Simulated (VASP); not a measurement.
Runs of VASP 6.6.1 on Ir. The structure is that of space group Im-3m (No. 229), or close to it. The cells are those of the table. 

| cell | k mesh | gap on the mesh (eV) | pressure (GPa) |
| --- | --- | --- | --- |
| a = 2.667 Å, angles 109.5°, 1 atom | 16 × 16 × 16 | none | 13.9 |
| a = 2.703 Å, angles 109.5°, 1 atom | 23 × 23 × 23 | none | (b) |
| a = 2.703 Å, angles 109.5°, 1 atom | 14 × 14 × 14 | none | 0.3 |
| a = 2.807 Å, angles 109.5°, 1 atom | 16 × 16 × 16 | none | (a) |
| a = 2.739 Å, angles 109.5°, 1 atom | 16 × 16 × 16 | none | -10.1 |

Alike in all rows: task single point; level revPBE; potentials or basis VASP PAW PBE potentials, release 64 (Ir); no spin polarisation; cutoff (eV) 520; smearing fermi-dirac 0.1 eV.

Q: Estimate the missing entries.

A: (a) -24.6; (b) 0.5.

Caveats: the PAW data sets were made with another functional, which shifts forces and pressure a little; spin-orbit coupling is left out, which moves the levels of the heavy elements.

A k mesh can miss the band edges, and the runs leave out spin-orbit coupling on Ir.

A gap of «none» marks levels without a gap at the run's occupations.
